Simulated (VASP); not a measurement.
# HfN (P6_3/mmc) in VASP: notebook

HfN is run at these levels: PBE; tasks: single point.

Everything below comes from runs of VASP 6.6.1. Logs are shortened: lines on timing, memory, paths and dates and some standing lists are left out, and cuts for length are marked.

**1. The cell of the first run**

The structure is hexagonal, space group P6_3/mmc (No. 194). The conventional cell has a = 3.140 Å, b = 3.140 Å, c = 5.417 Å, α = 90.00°, β = 90.00°, γ = 120.00°. Within 3.0 Å of Hf (site symmetry -6m2) lie 6 N at 2.26 Å. N (site symmetry -3m) has 6 Hf at 2.26 Å and 2 N at 2.71 Å within 3.0 Å.

**2. Single point, PBE**

Input file INCAR:

```
SYSTEM = HfN
PREC     = Accurate       ! precision mode
ENCUT    = 520            ! plane-wave cutoff, eV
EDIFF    = 1E-6           ! SCF threshold, eV
ISMEAR   = 0              ! smearing method
SIGMA    = 0.1            ! smearing width, eV
LREAL    = .False.        ! projectors in reciprocal space
LASPH    = .True.         ! aspherical terms in the spheres
NELM     = 60             ! most SCF steps
ALGO     = Normal         ! electronic algorithm
ISIF     = 2              ! what is computed and relaxed
LWAVE    = .False.        ! write WAVECAR
LCHARG   = .False.        ! write CHGCAR
GGA      = PE             ! functional
NBANDS   = 23             ! bands
```

Input file KPOINTS:

```
Automatic mesh
0
Gamma
  18 18 8
  0 0 0
```

Input file POSCAR:

```
HfN
1.0
    3.1396599459      0.0000000000      0.0000000000
   -1.5698299730      2.7190252724      0.0000000000
    0.0000000000      0.0000000000      5.4169277380
Hf N
2 2
Direct
    0.6666666667      0.3333333333      0.7500000000
    0.3333333333      0.6666666667      0.2500000000
    0.0000000000      0.0000000000      0.0000000000
    0.0000000000      0.0000000000      0.5000000000
```

Potentials or basis: VASP PAW PBE potentials, release 64 (Hf_pv, N).

Launch:

```console
$ cat potpaw_PBE.64/Hf_pv/POTCAR potpaw_PBE.64/N/POTCAR > POTCAR
$ mpirun -np 1 vasp_std > vasp.out
```

OUTCAR:

```text
SYSTEM = HfN
   PREC = Accurate
   ENCUT = 520
   EDIFF = 1E-6
   ISMEAR = 0
   LREAL = .False.
   LASPH = .True.
   NELM = 60
   ISIF = 2
   GGA = PE

 ion  position               nearest neighbor table
   1  0.667  0.333  0.750-   3 2.26   4 2.26   3 2.26   4 2.26   3 2.26   4 2.26   2 3.26   2 3.26
                             2 3.26   2 3.26   2 3.26   2 3.26
   2  0.333  0.667  0.250-   3 2.26   4 2.26   3 2.26   4 2.26   3 2.26   4 2.26   1 3.26   1 3.26
                             1 3.26   1 3.26   1 3.26   1 3.26
   3  0.000  0.000  0.000-   1 2.26   2 2.26   1 2.26   2 2.26   1 2.26   2 2.26
   4  0.000  0.000  0.500-   1 2.26   2 2.26   1 2.26   2 2.26   1 2.26   2 2.26

  LATTYP: Found a hexagonal cell.
 ALAT       =     3.1396599459
 C/A-ratio  =     1.7253230704

  Lattice vectors:

 A1 = (   3.1396599459,   0.0000000000,   0.0000000000)
 A2 = (  -1.5698299730,   2.7190252724,   0.0000000000)
 A3 = (   0.0000000000,   0.0000000000,   5.4169277380)

Analysis of symmetry for initial positions (statically):
=====================================================================
 Subroutine PRICEL returns:
 Original cell was already a primitive cell.

 Routine SETGRP: Setting up the symmetry group for a
 hexagonal supercell.

 Subroutine GETGRP returns: Found 24 space group operations
 (whereof 12 operations were pure point group operations)
 out of a pool of 24 trial point group operations.

The static configuration has the point symmetry D_3d.
 The point group associated with its full space group is D_6h.

Analysis of symmetry for dynamics (positions and initial velocities):
=====================================================================
 Subroutine PRICEL returns:
 Original cell was already a primitive cell.

 Routine SETGRP: Setting up the symmetry group for a
 hexagonal supercell.

 Subroutine GETGRP returns: Found 24 space group operations
 (whereof 12 operations were pure point group operations)
 out of a pool of 24 trial point group operations.

The dynamic configuration has the point symmetry D_3d.
 The point group associated with its full space group is D_6h.

 Subroutine INISYM returns: Found 24 space group operations
 (whereof 12 operations are pure point group operations),
 and found     1 'primitive' translations

----------------------------------------------------------------------------------------

                                     Primitive cell

  volume of cell :      46.2433

  direct lattice vectors                    reciprocal lattice vectors
     3.139659946  0.000000000  0.000000000     0.318505831  0.183889427  0.000000000
    -1.569829973  2.719025272  0.000000000     0.000000000  0.367778854  0.000000000
     0.000000000  0.000000000  5.416927738     0.000000000  0.000000000  0.184606487

  length of vectors
     3.139659946  3.139659946  5.416927738     0.367778854  0.367778854  0.184606487

  position of ions in fractional coordinates (direct lattice)
     0.666666667  0.333333333  0.750000000
     0.333333333  0.666666667  0.250000000
     0.000000000  0.000000000  0.000000000
     0.000000000  0.000000000  0.500000000

  ion indices of the primitive-cell ions
   primitive index   ion index
                 1           1
                 2           2
                 3           3
                 4           4

----------------------------------------------------------------------------------------

 KPOINTS: Automatic mesh

Automatic generation of k-mesh.
 Grid dimensions read from file:
 generate k-points for:   18   18    8

 Generating k-lattice:

  Cartesian coordinates                     Fractional coordinates (reciprocal lattice)
     0.017694768  0.010216079  0.000000000     0.055555556  0.000000000  0.000000000
     0.000000000  0.020432159  0.000000000     0.000000000  0.055555556  0.000000000
     0.000000000  0.000000000  0.023075811     0.000000000  0.000000000  0.125000000

  Length of vectors
     0.020432159  0.020432159  0.023075811

  Shift w.r.t. Gamma in fractional coordinates (k-lattice)
     0.000000000  0.000000000  0.000000000

 Subroutine IBZKPT returns following result:
 ===========================================

 Found    185 irreducible k-points:

 Following reciprocal coordinates:
            Coordinates               Weight
  0.000000  0.000000  0.000000      1.000000
  0.055556 -0.000000  0.000000      6.000000
  0.111111 -0.000000  0.000000      6.000000
  0.166667  0.000000  0.000000      6.000000
  0.222222  0.000000  0.000000      6.000000
  0.277778  0.000000  0.000000      6.000000
[... 16 lines left out ...]
  0.333333  0.111111  0.000000     12.000000
  0.388889  0.111111  0.000000     12.000000
 [... further k-points ...]
   k-points           NKPTS =    185   k-points in BZ     NKDIM =    185   number of bands    NBANDS=     23
   number of dos      NEDOS =    301   number of ions     NIONS =      4
   total plane-waves  NPLWV =  23040
   dimension x,y,z NGX =    24 NGY =   24 NGZ =   40
   dimension x,y,z NGXF=    48 NGYF=   48 NGZF=   80
   ions per type =               2   2
   NGX,Y,Z   is equivalent  to a cutoff of  12.71, 12.71, 12.28 a.u.
   NGXF,Y,Z  is equivalent  to a cutoff of  25.42, 25.42, 24.55 a.u.
 SYSTEM =  HfN
   PREC   = accura    normal or accurate (medium, high low for compatibility)
   ISTART =      0    job   : 0-new  1-cont  2-samecut
   ICHARG =      2    charge: 1-file 2-atom 10-const
   ISPIN  =      1    spin polarized calculation?
   LNONCOLLINEAR =      F non collinear calculations
   LSORBIT =      F    spin-orbit coupling
   LASPH  =      T    aspherical Exc in radial PAW
   ENCUT  =  520.0 eV  38.22 Ry    6.18 a.u.   5.84  5.84 10.07*2*pi/ulx,y,z
   NELM   =     60;   NELMIN=  2; NELMDL= -5     # of ELM steps
   EDIFF  = 0.1E-05   stopping-criterion for ELM
   LREAL  =      F    real-space projection
   EDIFFG = 0.1E-04   stopping-criterion for IOM
   NSW    =      0    number of steps for IOM
   IBRION =     -1    ionic relax: 0-MD 1-quasi-New 2-CG
   NFREE  =      0    steps in history (QN), initial steepest desc. (CG)
   ISIF   =      2    stress and relaxation
   ISYM   =      2    0-nonsym 1-usesym 2-fastsym
   POTIM  = 0.5000    time-step for ionic-motion
   TEBEG  =    0.0;   TEEND  =   0.0 temperature during run
   PSTRESS=    0.0 pullay stress
   NELECT =      30.0000    total number of electrons
   NUPDOWN=      -1.0000    fix difference up-down
   EMIN   =  10.00;   EMAX   =-10.00  energy-range for DOS
   EFERMI =   0.00;   METHOD = LEGACY
   ISMEAR =     0;   SIGMA  =   0.10  broadening in eV -4-tet -1-fermi 0-gaus
   EFERMI_NEDOS =   21; number of points for ismear=-14 and -15
   IALGO  =     38    algorithm
   IMIX   =      4    mixing-type and parameters
     AMIX     =   0.40;   BMIX     =  1.00
     AMIX_MAG =   1.60;   BMIX_MAG =  1.00
  volume/ion in A,a.u.               =      11.56        78.02
  Fermi-wavevector in a.u.,A,eV,Ry     =   1.417204  2.678127 27.326844  2.008466
  Thomas-Fermi vector in A             =   2.538458
   LORBIT       =      0    0 simple, 1 ext, 2 COOP (PROOUT), +10 PAW based schemes
   GGA     = PE    functional components
   LHFCALC =     F    Hartree Fock is set to
   AEXX    =    0.0000 exact exchange contribution
   IVDW    =     0    specifies the selected vdW correction
   LEPSILON=     F    determine dielectric tensor
   LRPA    =     F    only Hartree local field effects (RPA)
 non-spin polarized calculation
 Gauss-broadening in eV      SIGMA  =   0.10
  energy-cutoff  :      520.00
  volume of cell :       46.24
 maximum number of plane-waves:      1275
 NGX is ok and might be reduce to    24
   NGX = 11   NGY = 11   NGZ = 21

 number of electron      30.0000001 magnetization

 Free energy of the ion-electron system (eV)
  ---------------------------------------------------
  ext. energy  EPLUGINS =         0.00000000
  ---------------------------------------------------
  free energy    TOTEN  =       -43.40747923 eV

  energy without entropy =      -43.40473731  energy(sigma->0) =      -43.40610827

 E-fermi :   7.8954     XC(G=0): -12.7247

 val. band max:        7.8929485208   @ k =   0.3889   0.1667   0.5000
 cond. band min:       7.9362963648   @ k =   0.3333   0.2778   0.3750
 fundamental gap:      0.0433478440
 Fermi energy:         7.8953975547

 k-point     1 :       0.0000    0.0000    0.0000
  band No.  band energies     occupation
      1     -23.8190      2.00000
      2     -22.9699      2.00000
      3     -22.8676      2.00000
      4     -22.8676      2.00000
      5     -22.8070      2.00000
      6     -22.8070      2.00000
[... 15 lines left out ...]
     22      13.5191      0.00000
     23      13.5191      0.00000

 k-point     2 :       0.0556   -0.0000    0.0000
  band No.  band energies     occupation
      1     -23.8080      2.00000
      2     -22.9708      2.00000
      3     -22.8938      2.00000
      4     -22.8761      2.00000
      5     -22.8330      2.00000
      6     -22.8092      2.00000
[... 15 lines left out ...]
     22      13.3969      0.00000
     23      13.5063      0.00000

 k-point     3 :       0.1111   -0.0000    0.0000
  band No.  band energies     occupation
      1     -23.7759      2.00000
      2     -22.9740      2.00000
      3     -22.9706      2.00000
      4     -22.9050      2.00000
      5     -22.8992      2.00000
      6     -22.8171      2.00000
[... 15 lines left out ...]
     22      13.0777      0.00000
     23      13.4761      0.00000

 k-point     4 :       0.1667    0.0000    0.0000
  band No.  band energies     occupation
      1     -23.7252      2.00000
      2     -23.0899      2.00000
      3     -23.0094      2.00000
      4     -22.9804      2.00000
      5     -22.9323      2.00000
      6     -22.8312      2.00000
[... 15 lines left out ...]
     22      12.7481      0.00000
     23      13.0545      0.00000

 k-point     5 :       0.2222    0.0000    0.0000
  band No.  band energies     occupation
      1     -23.6594      2.00000
      2     -23.2358      2.00000
      3     -23.1311      2.00000
      4     -22.9912      2.00000
      5     -22.9707      2.00000
      6     -22.8504      2.00000
[... 15 lines left out ...]
     22      12.7274      0.00000
     23      12.9292      0.00000

 k-point     6 :       0.2778    0.0000    0.0000
  band No.  band energies     occupation
      1     -23.5838      2.00000
      2     -23.3881      2.00000
      3     -23.2560      2.00000
      4     -23.0098      2.00000
      5     -23.0079      2.00000
      6     -22.8722      2.00000
[... 15 lines left out ...]
     22      13.2290      0.00000
     23      13.6947      0.00000

 k-point     7 :       0.3333    0.0000    0.0000
  band No.  band energies     occupation
      1     -23.5278      2.00000
      2     -23.5046      2.00000
      3     -23.3701      2.00000
      4     -23.0454      2.00000
      5     -23.0311      2.00000
      6     -22.8935      2.00000
[... 353 lines left out ...]
     22      12.7018      0.00000
     23      12.9536      0.00000

 k-point    21 :       0.2222    0.1111    0.0000
  band No.  band energies     occupation
      1     -23.5598      2.00000
      2     -23.3928      2.00000
      3     -23.2937      2.00000
      4     -23.0243      2.00000
      5     -23.0136      2.00000
      6     -22.9217      2.00000
[... 15 lines left out ...]
     22      13.2227      0.00000
     23      13.8634      0.00000

 k-point    22 :       0.2778    0.1111    0.0000
  band No.  band energies     occupation
      1     -23.5200      2.00000
      2     -23.4832      2.00000
      3     -23.3806      2.00000
      4     -23.0762      2.00000
      5     -23.0374      2.00000
      6     -22.9484      2.00000
[... 15 lines left out ...]
     22      13.9969      0.00000
     23      14.1355      0.00000

 k-point    23 :       0.3333    0.1111    0.0000
  band No.  band energies     occupation
      1     -23.6208      2.00000
      2     -23.4508      2.00000
      3     -23.4104      2.00000
      4     -23.1180      2.00000
      5     -23.0669      2.00000
      6     -22.9705      2.00000
[... 15 lines left out ...]
     22      14.1750      0.00000
     23      14.6754      0.00000

 k-point    24 :       0.3889    0.1111    0.0000
  band No.  band energies     occupation
      1     -23.6853      2.00000
      2     -23.4964      2.00000
      3     -23.3524      2.00000
      4     -23.1448      2.00000
      5     -23.0963      2.00000
      6     -22.9850      2.00000
[... 15 lines left out ...]
     22      14.2060      0.00000
     23      15.1065      0.00000

 [... further k-points ...]

------------------------ aborting loop because EDIFF is reached ----------------------------------------

  FORCE on cell =-STRESS in cart. coord.  units (eV):
  Direction    XX          YY          ZZ          XY          YZ          ZX
  --------------------------------------------------------------------------------------
  -------------------------------------------------------------------------------------
  Total        0.7900030      0.7900030      0.8205547     -0.0000000     -0.0000000      0.0000000
  in kB       27.3709831     27.3709831     28.4294988     -0.0000000     -0.0000000      0.0000000
  external PRESSURE =      27.7238217 kB  Pullay stress =       0.0000000 kB

 VOLUME and BASIS-vectors are now :
 -----------------------------------------------------------------------------
  energy-cutoff  :      520.00
  volume of cell :       46.24
      direct lattice vectors                 reciprocal lattice vectors
     3.139659946  0.000000000  0.000000000     0.318505831  0.183889427  0.000000000
    -1.569829973  2.719025272  0.000000000     0.000000000  0.367778854  0.000000000
     0.000000000  0.000000000  5.416927738     0.000000000  0.000000000  0.184606487

 POSITION                                       TOTAL-FORCE (eV/Angst)
 -----------------------------------------------------------------------------------
      1.56983      0.90634      4.06270        -0.000000      0.000000      0.000000
     -0.00000      1.81268      1.35423         0.000000     -0.000000      0.000000
      0.00000      0.00000      0.00000        -0.000000     -0.000000      0.000000
      0.00000      0.00000      2.70846        -0.000000     -0.000000      0.000000
 -----------------------------------------------------------------------------------
    total drift:                               -0.000000      0.000000     -0.000000

  FREE ENERGIE OF THE ION-ELECTRON SYSTEM (eV)
  ---------------------------------------------------
  free  energy   TOTEN  =       -43.4074792281 eV

  energy  without entropy=      -43.4047373054  energy(sigma->0) =      -43.40610827
```

It took 3.8 min on 1 thread of AMD EPYC 7R43 (Zen 3), shared host; peak memory 0.25 GiB.

What came out:

```yaml
Free_energy: -43.4075 eV
Pressure: 2.8 GPa
Band_gap_on_the_k_mesh: zero (bands 15 and 16 overlap by 2.30 eV)
```

Caveat: spin-orbit coupling is left out, which moves the levels of the heavy elements.

**3. Single point, PBE**

This run uses another cell than the first one, of 11.69 Å³/atom.

Input file INCAR:

```
SYSTEM = HfN
ALGO = Normal
EDIFF = 1E-7
ENCUT = 520
GGA = PE
ISIF = 2
ISMEAR = 0
LASPH = .TRUE.
LCHARG = .FALSE.
LREAL = .FALSE.
LWAVE = .FALSE.
NBANDS = 23
NELM = 80
PREC = Accurate
SIGMA = 0.1
```

Input file KPOINTS:

```
k-points
0
G
  18 18 8
  0 0 0
```

Input file POSCAR:

```
HfN
1.0
    3.1511854099      0.0000000000      0.0000000000
   -1.5755927049      2.7290066170      0.0000000000
    0.0000000000      0.0000000000      5.4368128868
Hf N
2 2
Direct
    0.6666666667      0.3333333333      0.7500000000
    0.3333333333      0.6666666667      0.2500000000
    0.0000000000      0.0000000000      0.0000000000
    0.0000000000      0.0000000000      0.5000000000
```

Potentials or basis: VASP PAW PBE potentials, release 64 (Hf_pv, N).

Launch:

```console
$ cat potpaw_PBE.64/Hf_pv/POTCAR potpaw_PBE.64/N/POTCAR > POTCAR
$ mpirun -np 1 vasp_std > vasp.out
```

Wall time 4.8 min (1 thread of AMD EPYC 7R43 (Zen 3), shared host); peak memory 0.25 GiB.

The run converged. Its results:

```
Free energy            : -43.4119 eV
Pressure               : -0.2 GPa
Band gap on the k mesh : zero (bands 15 and 16 overlap by 2.27 eV)
```

Stress tensor (GPa, compression positive):
```
-0.24  0.00  0.00
 0.00 -0.24  0.00
 0.00  0.00 -0.15
```

Levels at points of the mesh, in eV from the Fermi level:
```csv
k point,band 11,band 12,band 13,band 14,band 15,band 16,band 17,band 18,band 19,band 20
"(0.00, 0.00, 0.00)",-4.68,-3.55,-3.55,-1.72,-0.55,0.74,0.74,0.95,1.84,1.84
"(0.50, 0.00, 0.00)",-5.74,-5.40,-3.26,-2.74,-2.40,2.41,2.70,4.35,4.60,5.41
"(0.00, 0.00, 0.50)",-4.33,-4.33,-4.33,-4.33,1.84,1.84,2.88,2.88,2.88,2.88
"(0.50, 0.00, 0.50)",-5.38,-5.38,-4.43,-4.43,-0.27,-0.27,4.63,4.63,4.72,4.72
```

Caveat: spin-orbit coupling is left out, which moves the levels of the heavy elements.
